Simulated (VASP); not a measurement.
# ScRu3 (Pm-3m) in VASP: single point with PBE

Aim: the single point of ScRu3 with PBE.

Program: VASP 6.6.1. These are calculated values, not measurements. Logs are shortened: lines on timing, memory, paths and dates and some standing lists are left out, and cuts for length are marked.

## 1. The cell of the first run

Symmetry: Pm-3m, No. 221, cubic system. Conventional cell: a = 4.051 Å, b = 4.051 Å, c = 4.051 Å, α = 90.00°, β = 90.00°, γ = 90.00°. Sc (site symmetry m-3m) has 6 Ru at 2.03 Å within 2.7 Å. Ru (site symmetry 4/mmm) has 2 Sc at 2.03 Å within 2.7 Å.

## 2. Single point, PBE

Input file INCAR:

```
SYSTEM = ScRu3
  PREC = Accurate
  ENCUT = 520
  EDIFF = 1E-6
  ISMEAR = 0
  SIGMA = 0.1
  LREAL = .FALSE.
  LASPH = .TRUE.
  NELM = 100
  ALGO = Normal
  ISIF = 2
  LWAVE = .FALSE.
  LCHARG = .TRUE.
  GGA = PE
  LELF = .TRUE.
  LVHAR = .TRUE.
  NBANDS = 34
```

Input file KPOINTS:

```
regular mesh
0
G
  4 4 4
  0 0 0
```

Input file POSCAR:

```
ScRu3
1.0
    4.0506804300      0.0000000000      0.0000000000
    0.0000000000      4.0506804300      0.0000000000
    0.0000000000      0.0000000000      4.0506804300
Sc Ru
1 3
Direct
    0.5000000000      0.5000000000      0.5000000000
    0.0000000000      0.5000000000      0.5000000000
    0.5000000000      0.0000000000      0.5000000000
    0.5000000000      0.5000000000      0.0000000000
```

Potentials or basis: VASP PAW PBE potentials, release 64 (Sc_sv, Ru_pv).

On the command line:

```sh
cat potpaw_PBE.64/Sc_sv/POTCAR potpaw_PBE.64/Ru_pv/POTCAR > POTCAR
mpirun -np 1 vasp_std > vasp.out
```

OUTCAR:

```text
SYSTEM = ScRu3
   PREC = Accurate
   ENCUT = 520
   EDIFF = 1E-6
   ISMEAR = 0
   LREAL = .FALSE.
   LASPH = .TRUE.
   NELM = 100
   ISIF = 2
   GGA = PE

 ion  position               nearest neighbor table
   1  0.500  0.500  0.500-   2 2.03   3 2.03   4 2.03   4 2.03   3 2.03   2 2.03
   2  0.000  0.500  0.500-   1 2.03   1 2.03   4 2.86   4 2.86   3 2.86   3 2.86   3 2.86   4 2.86
                             4 2.86   3 2.86
   3  0.500  0.000  0.500-   1 2.03   1 2.03   4 2.86   4 2.86   2 2.86   2 2.86   4 2.86   4 2.86
                             2 2.86   2 2.86
   4  0.500  0.500  0.000-   1 2.03   1 2.03   3 2.86   2 2.86   2 2.86   3 2.86   3 2.86   3 2.86
                             2 2.86   2 2.86

  LATTYP: Found a simple cubic cell.
 ALAT       =     4.0506804300

  Lattice vectors:

 A1 = (   4.0506804300,   0.0000000000,   0.0000000000)
 A2 = (   0.0000000000,   4.0506804300,   0.0000000000)
 A3 = (   0.0000000000,   0.0000000000,   4.0506804300)

Analysis of symmetry for initial positions (statically):
=====================================================================
 Subroutine PRICEL returns:
 Original cell was already a primitive cell.

 Routine SETGRP: Setting up the symmetry group for a
 simple cubic supercell.

 Subroutine GETGRP returns: Found 48 space group operations
 (whereof 48 operations were pure point group operations)
 out of a pool of 48 trial point group operations.

The static configuration has the point symmetry O_h .

Analysis of symmetry for dynamics (positions and initial velocities):
=====================================================================
 Subroutine PRICEL returns:
 Original cell was already a primitive cell.

 Routine SETGRP: Setting up the symmetry group for a
 simple cubic supercell.

 Subroutine GETGRP returns: Found 48 space group operations
 (whereof 48 operations were pure point group operations)
 out of a pool of 48 trial point group operations.

The dynamic configuration has the point symmetry O_h .

 Subroutine INISYM returns: Found 48 space group operations
 (whereof 48 operations are pure point group operations),
 and found     1 'primitive' translations

----------------------------------------------------------------------------------------

                                     Primitive cell

  volume of cell :      66.4636

  direct lattice vectors                    reciprocal lattice vectors
     4.050680430  0.000000000  0.000000000     0.246872104  0.000000000  0.000000000
     0.000000000  4.050680430  0.000000000     0.000000000  0.246872104  0.000000000
     0.000000000  0.000000000  4.050680430     0.000000000  0.000000000  0.246872104

  length of vectors
     4.050680430  4.050680430  4.050680430     0.246872104  0.246872104  0.246872104

  position of ions in fractional coordinates (direct lattice)
     0.500000000  0.500000000  0.500000000
     0.000000000  0.500000000  0.500000000
     0.500000000  0.000000000  0.500000000
     0.500000000  0.500000000  0.000000000

  ion indices of the primitive-cell ions
   primitive index   ion index
                 1           1
                 2           2
                 3           3
                 4           4

----------------------------------------------------------------------------------------

 KPOINTS: regular mesh

Automatic generation of k-mesh.
 Grid dimensions read from file:
 generate k-points for:    4    4    4

 Generating k-lattice:

  Cartesian coordinates                     Fractional coordinates (reciprocal lattice)
     0.061718026  0.000000000  0.000000000     0.250000000  0.000000000  0.000000000
     0.000000000  0.061718026  0.000000000     0.000000000  0.250000000  0.000000000
     0.000000000  0.000000000  0.061718026     0.000000000  0.000000000  0.250000000

  Length of vectors
     0.061718026  0.061718026  0.061718026

  Shift w.r.t. Gamma in fractional coordinates (k-lattice)
     0.000000000  0.000000000  0.000000000

 Subroutine IBZKPT returns following result:
 ===========================================

 Found     10 irreducible k-points:

 Following reciprocal coordinates:
            Coordinates               Weight
  0.000000  0.000000  0.000000      1.000000
  0.250000  0.000000  0.000000      6.000000
  0.500000  0.000000  0.000000      3.000000
  0.250000  0.250000  0.000000     12.000000
  0.500000  0.250000  0.000000     12.000000
  0.500000  0.500000  0.000000      3.000000
  0.250000  0.250000  0.250000      8.000000
  0.500000  0.250000  0.250000     12.000000
  0.500000  0.500000  0.250000      6.000000
  0.500000  0.500000  0.500000      1.000000
   k-points           NKPTS =     10   k-points in BZ     NKDIM =     10   number of bands    NBANDS=     34
   number of dos      NEDOS =    301   number of ions     NIONS =      4
   total plane-waves  NPLWV =  27000
   dimension x,y,z NGX =    30 NGY =   30 NGZ =   30
   dimension x,y,z NGXF=    60 NGYF=   60 NGZF=   60
   ions per type =               1   3
   NGX,Y,Z   is equivalent  to a cutoff of  12.31, 12.31, 12.31 a.u.
   NGXF,Y,Z  is equivalent  to a cutoff of  24.62, 24.62, 24.62 a.u.
 SYSTEM =  ScRu3
   PREC   = accura    normal or accurate (medium, high low for compatibility)
   ISTART =      0    job   : 0-new  1-cont  2-samecut
   ICHARG =      2    charge: 1-file 2-atom 10-const
   ISPIN  =      1    spin polarized calculation?
   LNONCOLLINEAR =      F non collinear calculations
   LSORBIT =      F    spin-orbit coupling
   LASPH  =      T    aspherical Exc in radial PAW
   ENCUT  =  520.0 eV  38.22 Ry    6.18 a.u.   7.53  7.53  7.53*2*pi/ulx,y,z
   NELM   =    100;   NELMIN=  2; NELMDL= -5     # of ELM steps
   EDIFF  = 0.1E-05   stopping-criterion for ELM
   LREAL  =      F    real-space projection
   EDIFFG = 0.1E-04   stopping-criterion for IOM
   NSW    =      0    number of steps for IOM
   IBRION =     -1    ionic relax: 0-MD 1-quasi-New 2-CG
   NFREE  =      0    steps in history (QN), initial steepest desc. (CG)
   ISIF   =      2    stress and relaxation
   ISYM   =      2    0-nonsym 1-usesym 2-fastsym
   POTIM  = 0.5000    time-step for ionic-motion
   TEBEG  =    0.0;   TEEND  =   0.0 temperature during run
   PSTRESS=    0.0 pullay stress
   NELECT =      53.0000    total number of electrons
   NUPDOWN=      -1.0000    fix difference up-down
   EMIN   =  10.00;   EMAX   =-10.00  energy-range for DOS
   EFERMI =   0.00;   METHOD = LEGACY
   ISMEAR =     0;   SIGMA  =   0.10  broadening in eV -4-tet -1-fermi 0-gaus
   EFERMI_NEDOS =   21; number of points for ismear=-14 and -15
   IALGO  =     38    algorithm
   IMIX   =      4    mixing-type and parameters
     AMIX     =   0.40;   BMIX     =  1.00
     AMIX_MAG =   1.60;   BMIX_MAG =  1.00
  volume/ion in A,a.u.               =      16.62       112.13
  Fermi-wavevector in a.u.,A,eV,Ry     =   1.518118  2.868827 31.357098  2.304682
  Thomas-Fermi vector in A             =   2.627282
   LORBIT       =      0    0 simple, 1 ext, 2 COOP (PROOUT), +10 PAW based schemes
   GGA     = PE    functional components
   LHFCALC =     F    Hartree Fock is set to
   AEXX    =    0.0000 exact exchange contribution
   IVDW    =     0    specifies the selected vdW correction
   LEPSILON=     F    determine dielectric tensor
   LRPA    =     F    only Hartree local field effects (RPA)
 non-spin polarized calculation
 Gauss-broadening in eV      SIGMA  =   0.10
  energy-cutoff  :      520.00
  volume of cell :       66.46
 maximum number of plane-waves:      1803
   NGX = 15   NGY = 15   NGZ = 15

 number of electron      53.0000039 magnetization

 Free energy of the ion-electron system (eV)
  ---------------------------------------------------
  ext. energy  EPLUGINS =         0.00000000
  ---------------------------------------------------
  free energy    TOTEN  =       -18.71682248 eV

  energy without entropy =      -18.68467272  energy(sigma->0) =      -18.70074760

 E-fermi :   7.8073     XC(G=0): -11.9389

 val. band max:        7.7815159185   @ k =   0.5000   0.0000   0.0000
 cond. band min:       7.8638855390   @ k =   0.5000   0.2500   0.0000
 fundamental gap:      0.0823696206
 Fermi energy:         7.8073499299

 k-point     1 :       0.0000    0.0000    0.0000
  band No.  band energies     occupation
      1     -39.7570      2.00000
      2     -35.7314      2.00000
      3     -35.7314      2.00000
      4     -35.7314      2.00000
      5     -34.3933      2.00000
      6     -34.3933      2.00000
[... 26 lines left out ...]
     33      14.6050      0.00000
     34      14.6050      0.00000

 k-point     2 :       0.2500    0.0000    0.0000
  band No.  band energies     occupation
      1     -40.0328      2.00000
      2     -35.7189      2.00000
      3     -35.7189      2.00000
      4     -35.2404      2.00000
      5     -34.4086      2.00000
      6     -34.4000      2.00000
[... 26 lines left out ...]
     33      14.4615      0.00000
     34      15.3190      0.00000

 k-point     3 :       0.5000    0.0000    0.0000
  band No.  band energies     occupation
      1     -40.2668      2.00000
      2     -35.7061      2.00000
      3     -35.7061      2.00000
      4     -34.7428      2.00000
      5     -34.4600      2.00000
      6     -34.4112      2.00000
[... 26 lines left out ...]
     33      14.5417      0.00000
     34      14.5418      0.00000
[... 186 lines left out ...]
 k-point     9 :       0.5000    0.5000    0.2500
  band No.  band energies     occupation
      1     -40.8902      2.00000
      2     -35.4486      2.00000
      3     -35.2803      2.00000
      4     -34.5879      2.00000
      5     -34.5375      2.00000
      6     -34.5375      2.00000
[... 26 lines left out ...]
     33      12.3548      0.00000
     34      12.7285      0.00000

 k-point    10 :       0.5000    0.5000    0.5000
  band No.  band energies     occupation
      1     -41.0678      2.00000
      2     -35.2801      2.00000
      3     -35.2801      2.00000
      4     -34.5876      2.00000
      5     -34.5876      2.00000
      6     -34.5876      2.00000
[... 26 lines left out ...]
     33      12.1569      0.00000
     34      12.6413      0.00000

------------------------ aborting loop because EDIFF is reached ----------------------------------------

  FORCE on cell =-STRESS in cart. coord.  units (eV):
  Direction    XX          YY          ZZ          XY          YZ          ZX
  --------------------------------------------------------------------------------------
  -------------------------------------------------------------------------------------
  Total       27.9898152     27.9898152     27.9898152      0.0000000     -0.0000000      0.0000000
  in kB      674.7247932    674.7247932    674.7247932      0.0000000     -0.0000000      0.0000000
  external PRESSURE =     674.7247932 kB  Pullay stress =       0.0000000 kB

 VOLUME and BASIS-vectors are now :
 -----------------------------------------------------------------------------
  energy-cutoff  :      520.00
  volume of cell :       66.46
      direct lattice vectors                 reciprocal lattice vectors
     4.050680430  0.000000000  0.000000000     0.246872104  0.000000000  0.000000000
     0.000000000  4.050680430  0.000000000     0.000000000  0.246872104  0.000000000
     0.000000000  0.000000000  4.050680430     0.000000000  0.000000000  0.246872104

 POSITION                                       TOTAL-FORCE (eV/Angst)
 -----------------------------------------------------------------------------------
      2.02534      2.02534      2.02534         0.000000      0.000000      0.000000
      0.00000      2.02534      2.02534         0.000000      0.000000      0.000000
      2.02534      0.00000      2.02534         0.000000      0.000000      0.000000
      2.02534      2.02534      0.00000         0.000000      0.000000      0.000000
 -----------------------------------------------------------------------------------
    total drift:                                0.000000      0.000000     -0.000000

  FREE ENERGIE OF THE ION-ELECTRON SYSTEM (eV)
  ---------------------------------------------------
  free  energy   TOTEN  =       -18.7168224847 eV

  energy  without entropy=      -18.6846727183  energy(sigma->0) =      -18.70074760
```

Wall time 24 s (1 thread of AMD EPYC 7R13 (Zen 3), shared host); peak memory 0.14 GiB.

Results:

```
Free energy : -18.7168 eV
Pressure    : 67.5 GPa
```

Levels at points of the mesh, in eV from the Fermi level:
```tsv
k point	band 22	band 23	band 24	band 25	band 26	band 27	band 28	band 29	band 30	band 31
(0.00, 0.00, 0.00)	-2.16	-0.45	-0.45	-0.45	1.00	1.00	1.00	1.45	4.56	4.56
(0.50, 0.00, 0.00)	-2.01	-1.82	-0.87	-0.76	-0.57	-0.57	-0.03	1.00	1.35	6.16
(0.50, 0.50, 0.00)	-1.95	-1.95	-1.15	-0.88	0.32	0.33	0.33	0.90	1.39	3.78
(0.50, 0.50, 0.50)	-0.11	-0.11	0.21	0.21	0.21	0.24	0.24	1.00	1.00	1.00
```

Caveat: the k points lie up to 0.39 Å⁻¹ apart.
